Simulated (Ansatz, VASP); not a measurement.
Two plane-wave programs on Ir

```xyz
1
Lattice="0.0072 1.9197 1.9197 1.9197 0.0072 1.9197 1.9269 1.9269 0.0000" Properties=species:S:1:pos:R:3 pbc="T T T"
Ir    0.0000    0.0000    0.0000
```

Change from the starting cell: strain +0.0075 x Voigt [0, 0, 0, 0, 0, 1], atoms carried along.

Alike in both runs: task single point; functional PBE; k mesh 22 × 22 × 22; occupations gaussian, width 0.15 eV; no spin polarisation.

|  | VASP | Ansatz |
| --- | --- | --- |
| version | VASP 6.6.1 | Ansatz 0.2.0 |
| potentials or method | VASP PAW PBE potentials, release 64 (Ir), cutoff 520 eV | scalar-relativistic, plane waves, PAW |
| valence electrons in the cell | 9 | 17 |

|  | VASP | Ansatz | Ansatz less VASP |
| --- | --- | --- | --- |
| gap on the k mesh at the Fermi level (eV) | none | none | - |
| pressure (GPa) | 9.8 | 9.2 | -0.62 |
| traceless stress, the component that is largest in VASP (GPa) | -2.10 | -2.11 | -0.005 |

A gap of «none» marks a metal or a gap that the smearing closes. VASP's potentials hold 9 valence electrons a cell and Ansatz's 17, so a difference there can come from the potentials and not from the codes.

Neither program's run includes spin-orbit coupling.
